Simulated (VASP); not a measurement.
# Ta4C3 (P4mm) in VASP: notebook

Runs on Ta4C3. Level: r2SCAN. Tasks: single point.

Everything below comes from runs of VASP 6.6.1. Logs are shortened: lines on timing, memory, paths and dates and some standing lists are left out, and cuts for length are marked.

## Step 1: The cell of the first run

Symmetry: P4mm, No. 99, tetragonal system. The conventional cell has a = 4.425 Å, b = 4.425 Å, c = 4.425 Å, α = 90.00°, β = 90.00°, γ = 90.00°. Within 2.9 Å of Ta (site symmetry 4mm) lie 4 C at 2.21 Å. Within 2.9 Å of Ta (site symmetry 2mm) lie 4 C at 2.19 to 2.24 Å. Within 2.7 Å of Ta (site symmetry 4mm) lie 6 C at 2.06 to 2.37 Å. Within 2.7 Å of C (site symmetry 4mm) lie 6 Ta at 2.06 to 2.37 Å. C (site symmetry 2mm) has 6 Ta at 2.19 to 2.24 Å within 2.9 Å.

## Step 2: Single point, r2SCAN (mode 19 (614.0 1/cm) frozen in, largest displacement -0.150 Å)

File POSCAR:

```
Ta4C3
1.0
    4.4247933843      0.0000000000      0.0000000000
    0.0000000000      4.4247933843      0.0000000000
    0.0000000000      0.0000000000      4.4247933843
Ta C
4 3
Direct
    0.0003210326      0.5000000000      0.5000000000
    0.5001396993      0.0000000000      0.5000000000
    0.5001396993      0.5000000000      0.0000000000
    0.0008375033      0.0000000000      0.0000000000
    0.4661001120      0.0000000000      0.0000000000
    0.0061185723      0.5000000000      0.0000000000
    0.0061185723      0.0000000000      0.5000000000
```

File INCAR.step1:

```
SYSTEM = Ta4C3
PREC = Accurate
ENCUT = 520
ISMEAR = 0
SIGMA = 0.15
LREAL = .False.
LASPH = .True.
NELM = 100
NBANDS = 37
GGA = PE
ALGO = Normal
EDIFF = 1E-4
LWAVE = .True.
LCHARG = .False.
```

File INCAR.step2:

```
SYSTEM = Ta4C3
PREC = Accurate
ENCUT = 520
EDIFF = 1E-6
ISMEAR = 0
SIGMA = 0.15
LREAL = .False.
LASPH = .True.
NELM = 100
ALGO = Normal
ISIF = 2
LWAVE = .False.
LCHARG = .False.
METAGGA = R2SCAN
LMIXTAU = .True.
NBANDS = 37
ISTART = 1
```

File KPOINTS:

```
Automatic mesh
0
Gamma
  10 10 10
  0 0 0
```

Potentials or basis: VASP PAW PBE potentials, release 64 (Ta_pv, C).

Run with:

```sh
> cat potpaw_PBE.64/Ta_pv/POTCAR potpaw_PBE.64/C/POTCAR > POTCAR
> cp INCAR.step1 INCAR
> mpirun -np 1 vasp_std > vasp.out
> cp INCAR.step2 INCAR
> mpirun -np 1 vasp_std > vasp.out
```

OUTCAR:

```text
SYSTEM = Ta4C3
   PREC = Accurate
   ENCUT = 520
   EDIFF = 1E-6
   ISMEAR = 0
   LREAL = .False.
   LASPH = .True.
   NELM = 100
   ISIF = 2
   METAGGA = R2SCAN
   ISTART = 1

 ion  position               nearest neighbor table
   1  0.000  0.500  0.500-   6 2.21   7 2.21   6 2.21   7 2.21   3 3.13   2 3.13   2 3.13   3 3.13
                             4 3.13   4 3.13   4 3.13   4 3.13   2 3.13   3 3.13   3 3.13   2 3.13
   2  0.500  0.000  0.500-   7 2.19   5 2.22   5 2.22   7 2.24   4 3.13   4 3.13   1 3.13   1 3.13
                             3 3.13   3 3.13   3 3.13   3 3.13   1 3.13   1 3.13   4 3.13   4 3.13
   3  0.500  0.500  0.000-   6 2.19   5 2.22   5 2.22   6 2.24   4 3.13   4 3.13   1 3.13   1 3.13
                             2 3.13   2 3.13   2 3.13   2 3.13   1 3.13   1 3.13   4 3.13   4 3.13
   4  0.001  0.000  0.000-   5 2.06   6 2.21   7 2.21   7 2.21   6 2.21   5 2.37   3 3.13   3 3.13
                             2 3.13   2 3.13   1 3.13   1 3.13   1 3.13   1 3.13   3 3.13   2 3.13
   5  0.466  0.000  0.000-   4 2.06   3 2.22   2 2.22   2 2.22   3 2.22   4 2.37
   6  0.006  0.500  0.000-   3 2.19   4 2.21   4 2.21   1 2.21   1 2.21   3 2.24
   7  0.006  0.000  0.500-   2 2.19   4 2.21   4 2.21   1 2.21   1 2.21   2 2.24

  LATTYP: Found a simple cubic cell.
 ALAT       =     4.4247933843

  Lattice vectors:

 A1 = (   4.4247933843,   0.0000000000,   0.0000000000)
 A2 = (   0.0000000000,   4.4247933843,   0.0000000000)
 A3 = (   0.0000000000,   0.0000000000,   4.4247933843)

Analysis of symmetry for initial positions (statically):
=====================================================================
 Subroutine PRICEL returns:
 Original cell was already a primitive cell.

 Routine SETGRP: Setting up the symmetry group for a
 simple cubic supercell.

 Subroutine GETGRP returns: Found  8 space group operations
 (whereof  8 operations were pure point group operations)
 out of a pool of 48 trial point group operations.

The static configuration has the point symmetry C_4v.

Analysis of symmetry for dynamics (positions and initial velocities):
=====================================================================
 Subroutine PRICEL returns:
 Original cell was already a primitive cell.

 Routine SETGRP: Setting up the symmetry group for a
 simple cubic supercell.

 Subroutine GETGRP returns: Found  8 space group operations
 (whereof  8 operations were pure point group operations)
 out of a pool of 48 trial point group operations.

The dynamic configuration has the point symmetry C_4v.

 Subroutine INISYM returns: Found  8 space group operations
 (whereof  8 operations are pure point group operations),
 and found     1 'primitive' translations

----------------------------------------------------------------------------------------

                                     Primitive cell

  volume of cell :      86.6321

  direct lattice vectors                    reciprocal lattice vectors
     4.424793384  0.000000000  0.000000000     0.225999253  0.000000000  0.000000000
     0.000000000  4.424793384  0.000000000     0.000000000  0.225999253  0.000000000
     0.000000000  0.000000000  4.424793384     0.000000000  0.000000000  0.225999253

  length of vectors
     4.424793384  4.424793384  4.424793384     0.225999253  0.225999253  0.225999253

  position of ions in fractional coordinates (direct lattice)
     0.000321033  0.500000000  0.500000000
     0.500139699  0.000000000  0.500000000
     0.500139699  0.500000000  0.000000000
     0.000837503  0.000000000  0.000000000
     0.466100112  0.000000000  0.000000000
     0.006118572  0.500000000  0.000000000
     0.006118572  0.000000000  0.500000000

  ion indices of the primitive-cell ions
   primitive index   ion index
                 1           1
                 2           2
                 3           3
                 4           4
                 5           5
                 6           6
                 7           7

----------------------------------------------------------------------------------------

 KPOINTS: Automatic mesh

Automatic generation of k-mesh.
 Grid dimensions read from file:
 generate k-points for:   10   10   10

 Generating k-lattice:

  Cartesian coordinates                     Fractional coordinates (reciprocal lattice)
     0.022599925  0.000000000  0.000000000     0.100000000  0.000000000  0.000000000
     0.000000000  0.022599925  0.000000000     0.000000000  0.100000000  0.000000000
     0.000000000  0.000000000  0.022599925     0.000000000  0.000000000  0.100000000

  Length of vectors
     0.022599925  0.022599925  0.022599925

  Shift w.r.t. Gamma in fractional coordinates (k-lattice)
     0.000000000  0.000000000  0.000000000

 Subroutine IBZKPT returns following result:
 ===========================================

 Found    126 irreducible k-points:

 Following reciprocal coordinates:
            Coordinates               Weight
  0.000000  0.000000  0.000000      1.000000
  0.100000  0.000000  0.000000      2.000000
  0.000000  0.100000  0.000000      4.000000
  0.200000  0.000000  0.000000      2.000000
  0.000000  0.200000  0.000000      4.000000
  0.300000  0.000000  0.000000      2.000000
[... 16 lines left out ...]
  0.500000  0.100000  0.000000      4.000000
  0.000000  0.500000  0.100000      4.000000
 [... further k-points ...]
   k-points           NKPTS =    126   k-points in BZ     NKDIM =    126   number of bands    NBANDS=     37
   number of dos      NEDOS =    301   number of ions     NIONS =      7
   total plane-waves  NPLWV =  46656
   dimension x,y,z NGX =    36 NGY =   36 NGZ =   36
   dimension x,y,z NGXF=    72 NGYF=   72 NGZF=   72
   ions per type =               4   3
   NGX,Y,Z   is equivalent  to a cutoff of  13.53, 13.53, 13.53 a.u.
   NGXF,Y,Z  is equivalent  to a cutoff of  27.05, 27.05, 27.05 a.u.
 SYSTEM =  Ta4C3
   PREC   = accura    normal or accurate (medium, high low for compatibility)
   ISTART =      1    job   : 0-new  1-cont  2-samecut
   ICHARG =      0    charge: 1-file 2-atom 10-const
   ISPIN  =      1    spin polarized calculation?
   LNONCOLLINEAR =      F non collinear calculations
   LSORBIT =      F    spin-orbit coupling
   LASPH  =      T    aspherical Exc in radial PAW
   ENCUT  =  520.0 eV  38.22 Ry    6.18 a.u.   8.23  8.23  8.23*2*pi/ulx,y,z
   NELM   =    100;   NELMIN=  2; NELMDL=  0     # of ELM steps
   EDIFF  = 0.1E-05   stopping-criterion for ELM
   LREAL  =      F    real-space projection
   EDIFFG = 0.1E-04   stopping-criterion for IOM
   NSW    =      0    number of steps for IOM
   IBRION =     -1    ionic relax: 0-MD 1-quasi-New 2-CG
   NFREE  =      0    steps in history (QN), initial steepest desc. (CG)
   ISIF   =      2    stress and relaxation
   ISYM   =      2    0-nonsym 1-usesym 2-fastsym
   POTIM  = 0.5000    time-step for ionic-motion
   TEBEG  =    0.0;   TEEND  =   0.0 temperature during run
   PSTRESS=    0.0 pullay stress
   NELECT =      56.0000    total number of electrons
   NUPDOWN=      -1.0000    fix difference up-down
   EMIN   =  10.00;   EMAX   =-10.00  energy-range for DOS
   EFERMI =   0.00;   METHOD = LEGACY
   ISMEAR =     0;   SIGMA  =   0.15  broadening in eV -4-tet -1-fermi 0-gaus
   EFERMI_NEDOS =   21; number of points for ismear=-14 and -15
   IALGO  =     38    algorithm
   IMIX   =      4    mixing-type and parameters
     AMIX     =   0.40;   BMIX     =  1.00
     AMIX_MAG =   1.60;   BMIX_MAG =  1.00
  volume/ion in A,a.u.               =      12.38        83.52
  Fermi-wavevector in a.u.,A,eV,Ry     =   1.415504  2.674915 27.261344  2.003652
  Thomas-Fermi vector in A             =   2.536936
   LORBIT       =      0    0 simple, 1 ext, 2 COOP (PROOUT), +10 PAW based schemes
   METAGGA = R2SCAN    functional components
   LHFCALC =     F    Hartree Fock is set to
   AEXX    =    0.0000 exact exchange contribution
   IVDW    =     0    specifies the selected vdW correction
   LEPSILON=     F    determine dielectric tensor
   LRPA    =     F    only Hartree local field effects (RPA)
 non-spin polarized calculation
 Gauss-broadening in eV      SIGMA  =   0.15
  energy-cutoff  :      520.00
  volume of cell :       86.63
 maximum number of plane-waves:      2360
 NGX is ok and might be reduce to    36
   NGX = 17   NGY = 17   NGZ = 17

 number of electron      56.0000013 magnetization

 Free energy of the ion-electron system (eV)
  ---------------------------------------------------
  ext. energy  EPLUGINS =         0.00000000
  ---------------------------------------------------
  free energy    TOTEN  =      -227.59962727 eV

  energy without entropy =     -227.56340633  energy(sigma->0) =     -227.58151680

 E-fermi :   7.2117     XC(G=0): -13.9919

 val. band max:        7.2091510233   @ k =   0.2000   0.1000   0.5000
 cond. band min:       7.2164263284   @ k =   0.0000   0.2000   0.2000
 fundamental gap:      0.0072753051
 Fermi energy:         7.2116752264

 k-point     1 :       0.0000    0.0000    0.0000
  band No.  band energies     occupation
      1     -29.5035      2.00000
      2     -29.4737      2.00000
      3     -29.4737      2.00000
      4     -28.7845      2.00000
      5     -28.7802      2.00000
      6     -28.7802      2.00000
[... 29 lines left out ...]
     36      11.1062      0.00000
     37      12.0636      0.00000

 k-point     2 :       0.1000    0.0000    0.0000
  band No.  band energies     occupation
      1     -29.4967      2.00000
      2     -29.4689      2.00000
      3     -29.4689      2.00000
      4     -28.7845      2.00000
      5     -28.7797      2.00000
      6     -28.7797      2.00000
[... 29 lines left out ...]
     36      11.3223      0.00000
     37      12.0365      0.00000
[... 838 lines left out ...]
     36      10.7193      0.00000
     37      11.4257      0.00000

 k-point    24 :       0.0000    0.5000    0.1000
  band No.  band energies     occupation
      1     -29.4488      2.00000
      2     -29.4254      2.00000
      3     -29.4016      2.00000
      4     -28.8110      2.00000
      5     -28.7881      2.00000
      6     -28.7756      2.00000
[... 29 lines left out ...]
     36      10.6354      0.00000
     37      11.2286      0.00000

 [... further k-points ...]

------------------------ aborting loop because EDIFF is reached ----------------------------------------

  FORCE on cell =-STRESS in cart. coord.  units (eV):
  Direction    XX          YY          ZZ          XY          YZ          ZX
  --------------------------------------------------------------------------------------
  -------------------------------------------------------------------------------------
  Total        2.1247351      0.6452192      0.6452192      0.0000000     -0.0000000     -0.0000000
  in kB       39.2949174     11.9327048     11.9327048      0.0000000     -0.0000000     -0.0000000
  external PRESSURE =      21.0534424 kB  Pullay stress =       0.0000000 kB

 VOLUME and BASIS-vectors are now :
 -----------------------------------------------------------------------------
  energy-cutoff  :      520.00
  volume of cell :       86.63
      direct lattice vectors                 reciprocal lattice vectors
     4.424793384  0.000000000  0.000000000     0.225999253  0.000000000  0.000000000
     0.000000000  4.424793384  0.000000000     0.000000000  0.225999253  0.000000000
     0.000000000  0.000000000  4.424793384     0.000000000  0.000000000  0.225999253

 POSITION                                       TOTAL-FORCE (eV/Angst)
 -----------------------------------------------------------------------------------
      0.00142      2.21240      2.21240        -0.352254     -0.000000      0.000000
      2.21301      0.00000      2.21240        -0.148676     -0.000000     -0.000000
      2.21301      2.21240      0.00000        -0.148676      0.000000     -0.000000
      0.00371      0.00000      0.00000        -1.046617      0.000000      0.000000
      2.06240      0.00000      0.00000         2.612517      0.000000      0.000000
      0.02707      2.21240      0.00000        -0.458146     -0.000000     -0.000000
      0.02707      0.00000      2.21240        -0.458146      0.000000      0.000000
 -----------------------------------------------------------------------------------
    total drift:                               -0.005861     -0.000000      0.000000

  FREE ENERGIE OF THE ION-ELECTRON SYSTEM (eV)
  ---------------------------------------------------
  free  energy   TOTEN  =      -227.5996272739 eV

  energy  without entropy=     -227.5634063343  energy(sigma->0) =     -227.58151680
```

It took 12 min on 1 thread of Intel Xeon 6975P-C (Granite Rapids), shared host; peak memory 0.43 GiB.

Results:

```
Free energy            : -227.5996 eV
Pressure               : 2.1 GPa
Largest force          : 2.613 eV/Å
Band gap on the k mesh : zero (band 28 reaches 7.49 eV, above the bottom of band 29 at 6.46 eV)
```

Forces on the atoms (eV/Å):
```
Ta  -0.352  0.000  0.000
Ta  -0.149  0.000  0.000
Ta  -0.149  0.000  0.000
Ta  -1.047  0.000  0.000
C    2.613  0.000  0.000
C   -0.458  0.000  0.000
C   -0.458  0.000  0.000
```

Caveat: the cell differs from its parent crystal (mode 19 (614.0 1/cm) frozen in, largest displacement -0.150 Å); the PAW data sets were made with another functional, which shifts forces and pressure a little; spin-orbit coupling is left out, which moves the levels of the heavy elements.

## Step 3: Single point, r2SCAN (mode 19 (614.0 1/cm) frozen in, largest displacement +0.263 Å)

File POSCAR:

```
Ta4C3
1.0
    4.4247933843      0.0000000000      0.0000000000
    0.0000000000      4.4247933843      0.0000000000
    0.0000000000      0.0000000000      4.4247933843
Ta C
4 3
Direct
   -0.0005618070      0.5000000000      0.5000000000
    0.4997555262      0.0000000000      0.5000000000
    0.4997555262      0.5000000000      0.0000000000
   -0.0014656309      0.0000000000      0.0000000000
    0.5593248039      0.0000000000      0.0000000000
   -0.0107075016      0.5000000000      0.0000000000
   -0.0107075016      0.0000000000      0.5000000000
```

File INCAR.step1:

```
ALGO = Normal ; EDIFF = 1E-4
ENCUT = 520 ; GGA = PE
ISMEAR = 0 ; LASPH = T
LCHARG = F ; LREAL = F
LWAVE = T ; NBANDS = 37
NELM = 100 ; PREC = Accurate
SIGMA = 0.15
```

File INCAR.step2:

```
ALGO = Normal ; EDIFF = 1E-6
ENCUT = 520 ; ISIF = 2
ISMEAR = 0 ; ISTART = 1
LASPH = T ; LCHARG = F
LMIXTAU = T ; LREAL = F
LWAVE = F ; METAGGA = R2SCAN
NBANDS = 37 ; NELM = 100
PREC = Accurate ; SIGMA = 0.15
```

File KPOINTS:

```
k-points
0
Gamma
  10 10 10
```

Potentials or basis: VASP PAW PBE potentials, release 64 (Ta_pv, C).

Run with:

```sh
> cat potpaw_PBE.64/Ta_pv/POTCAR potpaw_PBE.64/C/POTCAR > POTCAR
> cp INCAR.step1 INCAR
> mpirun -np 1 vasp_std > vasp.out
> cp INCAR.step2 INCAR
> mpirun -np 1 vasp_std > vasp.out
```

It took 9.2 min on 1 thread of Intel Xeon 6975P-C (Granite Rapids), shared host; peak memory 0.44 GiB.

Results (log left out):

```
Free energy            : -227.1455 eV
Pressure               : 4.3 GPa
Largest force          : 4.995 eV/Å
Band gap on the k mesh : zero (band 28 reaches 7.48 eV, above the bottom of band 29 at 6.55 eV)
```

Forces in eV/Å, atoms in the order of the input:
```
Ta   0.631  0.000  0.000
Ta   0.231  0.000  0.000
Ta   0.231  0.000  0.000
Ta   2.286  0.000  0.000
C   -4.995  0.000  0.000
C    0.807  0.000  0.000
C    0.807  0.000  0.000
```

Stress tensor (GPa, compression positive):
```
10.26  0.00  0.00
 0.00  1.29  0.00
 0.00  0.00  1.29
```

Levels at points of the mesh, in eV from the Fermi level:
```tsv
k point	band 26	band 27	band 28	band 29	band 30	band 31
(0.00, 0.00, 0.00)	-1.26	-0.66	-0.66	-0.47	0.02	0.02
(0.50, 0.00, 0.00)	-2.07	-2.07	0.25	0.25	0.79	2.03
(0.00, 0.50, 0.00)	-2.11	-1.57	0.27	0.28	0.79	1.08
(0.50, 0.50, 0.00)	-1.80	-0.41	-0.40	1.77	1.92	1.94
(0.00, 0.50, 0.50)	-1.81	-0.43	-0.43	1.72	1.86	1.86
(0.50, 0.50, 0.50)	-1.18	-1.12	-0.37	3.47	3.54	3.60
```

Caveat: the cell differs from its parent crystal (mode 19 (614.0 1/cm) frozen in, largest displacement +0.263 Å); the PAW data sets were made with another functional, which shifts forces and pressure a little; spin-orbit coupling is left out, which moves the levels of the heavy elements.
